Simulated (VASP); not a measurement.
# Ge (Fd-3m) in VASP: further runs

The runs below take Ge through relaxation of cell and atoms, single point, with r2SCAN, PBE.

Program: VASP 6.6.1. These are calculated values, not measurements. Logs are shortened: lines on timing, memory, paths and dates and some standing lists are left out, and cuts for length are marked.

## 1. The cell of the first run

It takes space group Fd-3m (No. 227, cubic). Conventional cell: a = 5.761 Å, b = 5.761 Å, c = 5.761 Å, α = 90.00°, β = 90.00°, γ = 90.00°. Within 3.3 Å of Ge (site symmetry -43m) lie 4 Ge at 2.49 Å.

## 2. Relaxation of cell and atoms, r2SCAN

POSCAR

```
Ge
1.0
    0.0000000000      2.8806946113      2.8806946113
    2.8806946113      0.0000000000      2.8806946113
    2.8806946113      2.8806946113      0.0000000000
Ge
2
Direct
    0.0000000000      0.0000000000      0.0000000000
    0.2500000000      0.2500000000      0.2500000000
```

INCAR.step1

```
PREC = Accurate
ENCUT = 600
ISMEAR = -1
SIGMA = 0.02
LREAL = False
LASPH = True
NELM = 100
GGA = PE
ALGO = Normal
EDIFF = 1E-4
LWAVE = True
LCHARG = False
```

INCAR.step2

```
PREC = Accurate
ENCUT = 600
EDIFF = 1E-6
ISMEAR = -1
SIGMA = 0.02
LREAL = False
LASPH = True
NELM = 100
ALGO = Normal
ISIF = 3
LWAVE = False
LCHARG = False
METAGGA = R2SCAN
LMIXTAU = True
IBRION = 2
NSW = 80
EDIFFG = -0.005
ISTART = 1
```

KPOINTS

```
regular mesh
0
Gamma
  8 8 8
```

Potentials or basis: VASP PAW PBE potentials, release 64 (Ge_d).

Command:

```console
cat potpaw_PBE.64/Ge_d/POTCAR > POTCAR
cp INCAR.step1 INCAR
mpirun -np 1 vasp_std > vasp.out
cp INCAR.step2 INCAR
mpirun -np 1 vasp_std > vasp.out
```

OUTCAR:

```text
PREC = Accurate
   ENCUT = 600
   EDIFF = 1E-6
   ISMEAR = -1
   LREAL = False
   LASPH = True
   NELM = 100
   ISIF = 3
   METAGGA = R2SCAN
   IBRION = 2
   NSW = 80
   EDIFFG = -0.005
   ISTART = 1

 ion  position               nearest neighbor table
   1  0.000  0.000  0.000-   2 2.49   2 2.49   2 2.49   2 2.49
   2  0.250  0.250  0.250-   1 2.49   1 2.49   1 2.49   1 2.49

  LATTYP: Found a face centered cubic cell.
 ALAT       =     5.7613892226

  Lattice vectors:

 A1 = (   0.0000000000,   2.8806946113,   2.8806946113)
 A2 = (   2.8806946113,   0.0000000000,   2.8806946113)
 A3 = (   2.8806946113,   2.8806946113,   0.0000000000)

Analysis of symmetry for initial positions (statically):
=====================================================================
 Subroutine PRICEL returns:
 Original cell was already a primitive cell.

 Routine SETGRP: Setting up the symmetry group for a
 face centered cubic supercell.

 Subroutine GETGRP returns: Found 48 space group operations
 (whereof 24 operations were pure point group operations)
 out of a pool of 48 trial point group operations.

The static configuration has the point symmetry T_d .
 The point group associated with its full space group is O_h .

Analysis of symmetry for dynamics (positions and initial velocities):
=====================================================================
 Subroutine PRICEL returns:
 Original cell was already a primitive cell.

 Routine SETGRP: Setting up the symmetry group for a
 face centered cubic supercell.

 Subroutine GETGRP returns: Found 48 space group operations
 (whereof 24 operations were pure point group operations)
 out of a pool of 48 trial point group operations.

The dynamic configuration has the point symmetry T_d .
 The point group associated with its full space group is O_h .

 Subroutine INISYM returns: Found 48 space group operations
 (whereof 24 operations are pure point group operations),
 and found     1 'primitive' translations

----------------------------------------------------------------------------------------

                                     Primitive cell

  volume of cell :      47.8103

  direct lattice vectors                    reciprocal lattice vectors
     0.000000000  2.880694611  2.880694611    -0.173569249  0.173569249  0.173569249
     2.880694611  0.000000000  2.880694611     0.173569249 -0.173569249  0.173569249
     2.880694611  2.880694611  0.000000000     0.173569249  0.173569249 -0.173569249

  length of vectors
     4.073917388  4.073917388  4.073917388     0.300630758  0.300630758  0.300630758

  position of ions in fractional coordinates (direct lattice)
     0.000000000  0.000000000  0.000000000
     0.250000000  0.250000000  0.250000000

  ion indices of the primitive-cell ions
   primitive index   ion index
                 1           1
                 2           2

----------------------------------------------------------------------------------------

 KPOINTS: regular mesh

Automatic generation of k-mesh.
 Grid dimensions read from file:
 generate k-points for:    8    8    8

 Generating k-lattice:

  Cartesian coordinates                     Fractional coordinates (reciprocal lattice)
    -0.021696156  0.021696156  0.021696156     0.125000000  0.000000000  0.000000000
     0.021696156 -0.021696156  0.021696156     0.000000000  0.125000000  0.000000000
     0.021696156  0.021696156 -0.021696156     0.000000000  0.000000000  0.125000000

  Length of vectors
     0.037578845  0.037578845  0.037578845

  Shift w.r.t. Gamma in fractional coordinates (k-lattice)
     0.000000000  0.000000000  0.000000000

 Subroutine IBZKPT returns following result:
 ===========================================

 Found     29 irreducible k-points:

 Following reciprocal coordinates:
            Coordinates               Weight
  0.000000  0.000000  0.000000      1.000000
  0.125000  0.000000  0.000000      8.000000
  0.250000  0.000000  0.000000      8.000000
  0.375000  0.000000  0.000000      8.000000
  0.500000  0.000000  0.000000      4.000000
  0.125000  0.125000  0.000000      6.000000
[... 16 lines left out ...]
  0.500000  0.250000  0.125000     48.000000
 -0.375000  0.250000  0.125000     24.000000
 [... further k-points ...]
   k-points           NKPTS =     29   k-points in BZ     NKDIM =     29   number of bands    NBANDS=     18
   number of dos      NEDOS =    301   number of ions     NIONS =      2
   total plane-waves  NPLWV =  46656
   dimension x,y,z NGX =    36 NGY =   36 NGZ =   36
   dimension x,y,z NGXF=    72 NGYF=   72 NGZF=   72
   ions per type =               2
   NGX,Y,Z   is equivalent  to a cutoff of  14.69, 14.69, 14.69 a.u.
   NGXF,Y,Z  is equivalent  to a cutoff of  29.38, 29.38, 29.38 a.u.
 SYSTEM =  unknown system
   PREC   = accura    normal or accurate (medium, high low for compatibility)
   ISTART =      1    job   : 0-new  1-cont  2-samecut
   ICHARG =      0    charge: 1-file 2-atom 10-const
   ISPIN  =      1    spin polarized calculation?
   LNONCOLLINEAR =      F non collinear calculations
   LSORBIT =      F    spin-orbit coupling
   LASPH  =      T    aspherical Exc in radial PAW
   ENCUT  =  600.0 eV  44.10 Ry    6.64 a.u.   8.14  8.14  8.14*2*pi/ulx,y,z
   NELM   =    100;   NELMIN=  2; NELMDL=  0     # of ELM steps
   EDIFF  = 0.1E-05   stopping-criterion for ELM
   LREAL  =      F    real-space projection
   EDIFFG = -.5E-02   stopping-criterion for IOM
   NSW    =     80    number of steps for IOM
   IBRION =      2    ionic relax: 0-MD 1-quasi-New 2-CG
   NFREE  =      1    steps in history (QN), initial steepest desc. (CG)
   ISIF   =      3    stress and relaxation
   ISYM   =      2    0-nonsym 1-usesym 2-fastsym
   POTIM  = 0.5000    time-step for ionic-motion
   TEBEG  =    0.0;   TEEND  =   0.0 temperature during run
   PSTRESS=    0.0 pullay stress
   NELECT =      28.0000    total number of electrons
   NUPDOWN=      -1.0000    fix difference up-down
   EMIN   =  10.00;   EMAX   =-10.00  energy-range for DOS
   EFERMI =   0.00;   METHOD = LEGACY
   ISMEAR =    -1;   SIGMA  =   0.02  broadening in eV -4-tet -1-fermi 0-gaus
   EFERMI_NEDOS =   21; number of points for ismear=-14 and -15
   IALGO  =     38    algorithm
   IMIX   =      4    mixing-type and parameters
     AMIX     =   0.40;   BMIX     =  1.00
     AMIX_MAG =   1.60;   BMIX_MAG =  1.00
  volume/ion in A,a.u.               =      23.91       161.32
  Fermi-wavevector in a.u.,A,eV,Ry     =   1.369684  2.588327 25.524985  1.876033
  Thomas-Fermi vector in A             =   2.495537
   LORBIT       =      0    0 simple, 1 ext, 2 COOP (PROOUT), +10 PAW based schemes
   METAGGA = R2SCAN    functional components
   LHFCALC =     F    Hartree Fock is set to
   AEXX    =    0.0000 exact exchange contribution
   IVDW    =     0    specifies the selected vdW correction
   LEPSILON=     F    determine dielectric tensor
   LRPA    =     F    only Hartree local field effects (RPA)
 conjugate gradient relaxation of ions
 non-spin polarized calculation
  energy-cutoff  :      600.00
  volume of cell :       47.81
 maximum number of plane-waves:      1639
 NGX is ok and might be reduce to    36
   NGX = 17   NGY = 17   NGZ = 17

--------------------------------------- Ionic step        1  -------------------------------------------

 number of electron      28.0000001 magnetization

 Free energy of the ion-electron system (eV)
  ---------------------------------------------------
  ext. energy  EPLUGINS =         0.00000000
  ---------------------------------------------------
  free energy    TOTEN  =       -27.71854564 eV

  energy without entropy =      -27.71839543  energy(sigma->0) =      -27.71847053

 E-fermi :   4.2966     XC(G=0): -10.5367

 val. band max:        4.2826930481   @ k =   0.0000   0.0000   0.0000
 cond. band min:       4.5500425831   @ k =   0.5000   0.0000   0.0000
 fundamental gap:      0.2673495350
 Fermi energy:         4.2965815849

 k-point     1 :       0.0000    0.0000    0.0000
  band No.  band energies     occupation
      1     -21.1395      2.00000
      2     -21.1395      2.00000
      3     -21.1395      2.00000
      4     -21.1042      2.00000
      5     -21.1042      2.00000
      6     -20.9151      2.00000
[... 10 lines left out ...]
     17       6.9727      0.00000
     18       6.9727      0.00000
[... 463 lines left out ...]
 k-point    24 :      -0.3750    0.2500    0.1250
  band No.  band energies     occupation
      1     -21.1809      2.00000
      2     -21.1703      2.00000
      3     -21.0951      2.00000
      4     -21.0477      2.00000
      5     -21.0354      2.00000
      6     -20.9867      2.00000
[... 10 lines left out ...]
     17      10.2345      0.00000
     18      11.4303      0.00000

 [... further k-points ...]
[... 5 lines left out ...]
  --------------------------------------------------------------------------------------
  -------------------------------------------------------------------------------------
  Total       -0.8208514     -0.8208514     -0.8208514      0.0000000      0.0000000     -0.0000000
  in kB      -27.5076481    -27.5076481    -27.5076481      0.0000000      0.0000000     -0.0000000
  external PRESSURE =     -27.5076481 kB  Pullay stress =       0.0000000 kB

 VOLUME and BASIS-vectors are now :
 -----------------------------------------------------------------------------
  energy-cutoff  :      600.00
  volume of cell :       47.81
      direct lattice vectors                 reciprocal lattice vectors
     0.000000000  2.880694611  2.880694611    -0.173569249  0.173569249  0.173569249
     2.880694611  0.000000000  2.880694611     0.173569249 -0.173569249  0.173569249
     2.880694611  2.880694611  0.000000000     0.173569249  0.173569249 -0.173569249
[... 181 lines left out ...]
 POSITION                                       TOTAL-FORCE (eV/Angst)
 -----------------------------------------------------------------------------------
      0.00000      0.00000      0.00000         0.000000      0.000000     -0.000000
      1.41930      1.41930      1.41930        -0.000000     -0.000000      0.000000
 -----------------------------------------------------------------------------------
    total drift:                                0.000000      0.000000      0.000000

  FREE ENERGIE OF THE ION-ELECTRON SYSTEM (eV)
  ---------------------------------------------------
  free  energy   TOTEN  =       -27.7380899252 eV

  energy  without entropy=      -27.7380888093  energy(sigma->0) =      -27.73808937

--------------------------------------- Ionic step        7  -------------------------------------------

 number of electron      27.9999992 magnetization

 Free energy of the ion-electron system (eV)
  ---------------------------------------------------
  ext. energy  EPLUGINS =         0.00000000
  ---------------------------------------------------
  free energy    TOTEN  =       -27.73808977 eV

  energy without entropy =      -27.73808865  energy(sigma->0) =      -27.73808921

 E-fermi :   4.8660     XC(G=0): -10.7648

 val. band max:        4.7019845916   @ k =   0.0000   0.0000   0.0000
 cond. band min:       5.0084765991   @ k =   0.0000   0.0000   0.0000
 fundamental gap:      0.3064920076
 Fermi energy:         4.8659792022

 k-point     1 :       0.0000    0.0000    0.0000
  band No.  band energies     occupation
      1     -20.7783      2.00000
      2     -20.7783      2.00000
      3     -20.7783      2.00000
      4     -20.7398      2.00000
      5     -20.7398      2.00000
      6     -20.5279      2.00000
[... 10 lines left out ...]
     17       7.4114      0.00000
     18       7.4114      0.00000
[... 463 lines left out ...]
 k-point    24 :      -0.3750    0.2500    0.1250
  band No.  band energies     occupation
      1     -20.8247      2.00000
      2     -20.8128      2.00000
      3     -20.7292      2.00000
      4     -20.6762      2.00000
      5     -20.6620      2.00000
      6     -20.6076      2.00000
[... 10 lines left out ...]
     17      10.8232      0.00000
     18      12.0680      0.00000

 [... further k-points ...]
[... 5 lines left out ...]
  --------------------------------------------------------------------------------------
  -------------------------------------------------------------------------------------
  Total       -0.0070789     -0.0070789     -0.0070789      0.0000000      0.0000000      0.0000000
  in kB       -0.2479316     -0.2479316     -0.2479316      0.0000000      0.0000000      0.0000000
  external PRESSURE =      -0.2479316 kB  Pullay stress =       0.0000000 kB

 VOLUME and BASIS-vectors are now :
 -----------------------------------------------------------------------------
  energy-cutoff  :      600.00
  volume of cell :       45.74
      direct lattice vectors                 reciprocal lattice vectors
     0.000000000  2.838599427  2.838599427    -0.176143205  0.176143205  0.176143205
     2.838599427  0.000000000  2.838599427     0.176143205 -0.176143205  0.176143205
     2.838599427  2.838599427  0.000000000     0.176143205  0.176143205 -0.176143205

 POSITION                                       TOTAL-FORCE (eV/Angst)
 -----------------------------------------------------------------------------------
      0.00000      0.00000      0.00000         0.000000     -0.000000     -0.000000
      1.41930      1.41930      1.41930        -0.000000      0.000000      0.000000
 -----------------------------------------------------------------------------------
    total drift:                                0.000000      0.000000      0.000000

  FREE ENERGIE OF THE ION-ELECTRON SYSTEM (eV)
  ---------------------------------------------------
  free  energy   TOTEN  =       -27.7380897720 eV

  energy  without entropy=      -27.7380886509  energy(sigma->0) =      -27.73808921

 reached required accuracy - stopping structural energy minimisation
```

Wall time 7.7 min (1 thread of Intel Xeon 8259CL, shared host); peak memory 0.24 GiB.

What came out:

```yaml
Free_energy: -27.7381 eV
Relaxed_volume: 22.87 Å³/atom
Relaxed_cell: a = 4.014 Å, b = 4.014 Å, c = 4.014 Å, α = 60.00°, β = 60.00°, γ = 60.00°
Space_group_after_relaxing_to_0.1_Å: Fd-3m (No. 227)
Energy_gained_by_relaxing: 9.8 meV/atom
Ionic_steps: 7
Pressure_after_relaxing: 0.0 GPa
Band_gap_on_the_k_mesh: 0.31 eV
```

Step by step:
| step | energy change (eV) | largest force (eV/Å) | pressure (GPa) | volume (Å³) |
| --- | --- | --- | --- | --- |
| 1 | 0.0000 | 0.0000 | -2.75 | 47.81 |
| 2 | -0.0173 | 0.0000 | 1.05 | 45.03 |
| 3 | -0.0196 | 0.0000 | 0.11 | 45.68 |
| 4 | -0.0195 | 0.0000 | -0.06 | 45.75 |
| 5 | -0.0195 | 0.0000 | -0.10 | 45.75 |
| 6 | -0.0195 | 0.0000 | -0.14 | 45.74 |
| 7 | -0.0195 | 0.0000 | -0.02 | 45.74 |

Final structure:
```xyz
2
Lattice="0.0000 2.8386 2.8386 2.8386 0.0000 2.8386 2.8386 2.8386 0.0000" Properties=species:S:1:pos:R:3 pbc="T T T"
Ge    0.0000    0.0000    0.0000
Ge    1.4193    1.4193    1.4193
```

Levels at points of the mesh, in eV from the valence-band top:
| k point | band 12 | band 13 | band 14 | band 15 | band 16 | band 17 |
| --- | --- | --- | --- | --- | --- | --- |
| (0.00, 0.00, 0.00) | 0.00 | 0.00 | 0.00 | 0.31 | 2.71 | 2.71 |
| (0.50, 0.00, 0.00) | -7.82 | -1.47 | -1.47 | 0.41 | 3.99 | 3.99 |
| (0.50, 0.50, 0.00) | -9.18 | -3.19 | -3.19 | 0.98 | 0.98 | 10.02 |

Caveat: the PAW data sets were made with another functional, which shifts forces and pressure a little. A k mesh can miss the band edges.

## 3. Single point, PBE, non-collinear spin, zero start, spin-orbit coupling

This run uses another cell than the first one, of 22.83 Å³/atom.

INCAR

```
  ALGO = Normal
  EDIFF = 1E-7
  ENCUT = 520
  GGA = PE
  GGA_COMPAT = F
  ISIF = 2
  ISMEAR = -1
  LASPH = T
  LCHARG = T
  LNONCOLLINEAR = T
  LORBIT = 11
  LORBMOM = T
  LREAL = F
  LSORBIT = T
  LVHAR = T
  LWAVE = F
  MAGMOM = 0 0 0 0 0 0
  NBANDS = 40
  NELM = 150
  PREC = Accurate
  SIGMA = 0.02
```

KPOINTS

```
k-points
0
Gamma
  8 8 8
```

POSCAR

```
Ge
1.0
    0.0000000000      2.8368735121      2.8368735121
    2.8368735121      0.0000000000      2.8368735121
    2.8368735121      2.8368735121      0.0000000000
Ge
2
Direct
    0.0000000000      0.0000000000      0.0000000000
    0.2500000000      0.2500000000      0.2500000000
```

Potentials or basis: VASP PAW PBE potentials, release 64 (Ge_d).

Command:

```console
cat potpaw_PBE.64/Ge_d/POTCAR > POTCAR
mpirun -np 1 vasp_ncl > vasp.out
```

OUTCAR:

```text
EDIFF = 1E-7
   ENCUT = 520
   GGA = PE
   ISIF = 2
   ISMEAR = -1
   LASPH = T
   LNONCOLLINEAR = T
   LORBIT = 11
   LREAL = F
   LSORBIT = T
   NELM = 150
   PREC = Accurate

 ion  position               nearest neighbor table
   1  0.000  0.000  0.000-   2 2.46   2 2.46   2 2.46   2 2.46
   2  0.250  0.250  0.250-   1 2.46   1 2.46   1 2.46   1 2.46

  LATTYP: Found a face centered cubic cell.
 ALAT       =     5.6737470242

  Lattice vectors:

 A1 = (   0.0000000000,   2.8368735121,   2.8368735121)
[... 1330 lines left out ...]
    -0.0001897    -0.0001897    -0.0005702     0.0000000    -0.0001901
    -0.0007602    -0.0001901     0.0000000    -0.0001901     0.0000000
 l=   3
     0.0000000     0.0000000     0.0000000     0.0000000     0.0000000     0.0000000     0.0000000
     0.0000000     0.0000000     0.0000000     0.0000000     0.0000000     0.0000000     0.0000000
     0.0000000     0.0000000     0.0000000     0.0000000     0.0000000     0.0000000     0.0000000
     0.0000000     0.0000000     0.0000000     0.0000000     0.0000000     0.0000000     0.0000000
     0.0000000     0.0000000     0.0000000     0.0000000     0.0000000     0.0000000     0.0000000
     0.0000000     0.0000000     0.0000000     0.0000000     0.0000000     0.0000000     0.0000000
     0.0000000     0.0000000     0.0000000     0.0000000     0.0000000     0.0000000     0.0000000

 total charge

# of ion       s       p       d       tot
------------------------------------------
    1        1.130   1.257  10.022  12.409
    2        1.130   1.257  10.022  12.409
--------------------------------------------------
tot          2.259   2.514  20.045  24.819

 magnetization (x)

# of ion       s       p       d       tot
------------------------------------------
    1       -0.000   0.000  -0.000   0.000
    2       -0.000   0.000  -0.000   0.000
--------------------------------------------------
tot         -0.000   0.000  -0.000   0.000

 magnetization (y)

# of ion       s       p       d       tot
------------------------------------------
    1        0.000   0.000  -0.000   0.000
    2       -0.000   0.000  -0.000   0.000
--------------------------------------------------
tot          0.000   0.000  -0.000   0.000

 magnetization (z)

# of ion       s       p       d       tot
------------------------------------------
    1        0.000   0.000  -0.000   0.000
    2        0.000   0.000   0.000   0.000
--------------------------------------------------
tot          0.000   0.000   0.000   0.000
```

Wall time 2.3 min (1 thread of Intel Xeon 8259CL, shared host); peak memory 0.31 GiB.

What came out:

| Quantity | Value |
| --- | --- |
| Free energy | -9.0252 eV |
| Pressure | 3.0 GPa |
| Net moment | 0.00 μB per cell |
| Valence electrons inside the program's atomic spheres | Ge 12.41 |

Moments on the atoms (μB; x, y, z):
```
Ge  0.00 0.00 0.00
Ge  0.00 0.00 0.00
```
